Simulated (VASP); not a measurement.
A run of VASP 6.6.1:

INCAR

```
PREC = Accurate
ENCUT = 520
EDIFF = 1E-6
ISMEAR = 0
SIGMA = 0.1
LREAL = False
LASPH = True
NELM = 80
ALGO = Fast
ISIF = 2
LWAVE = False
LCHARG = True
GGA = PE
LELF = True
LVHAR = True
NBANDS = 60
```

Contents of KPOINTS:

```
regular mesh
0
Gamma
  3 3 3
```

The input POSCAR:

```
In3As2
1.0
    3.7192043631      2.1472836402      6.0268948654
   -3.7192043631      2.1472836402      6.0268948654
    0.0000000000     -4.2945672805      6.0268948653
In As
6 4
Direct
    0.0363629535      0.4636370465      0.7500000000
    0.7500000000      0.0363629535      0.4636370465
    0.4636370465      0.7500000000      0.0363629535
    0.9636370465      0.5363629535      0.2500000000
    0.2500000000      0.9636370465      0.5363629535
    0.5363629535      0.2500000000      0.9636370465
    0.8631729348      0.8631729348      0.8631729348
    0.6368270652      0.6368270652      0.6368270652
    0.1368270652      0.1368270652      0.1368270652
    0.3631729348      0.3631729348      0.3631729348
```

Potentials or basis: VASP PAW PBE potentials, release 64 (In_d, As).

Launch:

```bash
$ cat potpaw_PBE.64/In_d/POTCAR potpaw_PBE.64/As/POTCAR > POTCAR
$ mpirun -np 1 vasp_std > vasp.out
```

Hardware: 1 thread of AMD EPYC 7571 (shared host).

Problem. Estimate the wall time of this run.

Solution. Run time: 6.9 min on 1 thread of AMD EPYC 7571, with other jobs on the host, peak memory 0.42 GiB. Counts: scf iterations 22, k points 6.
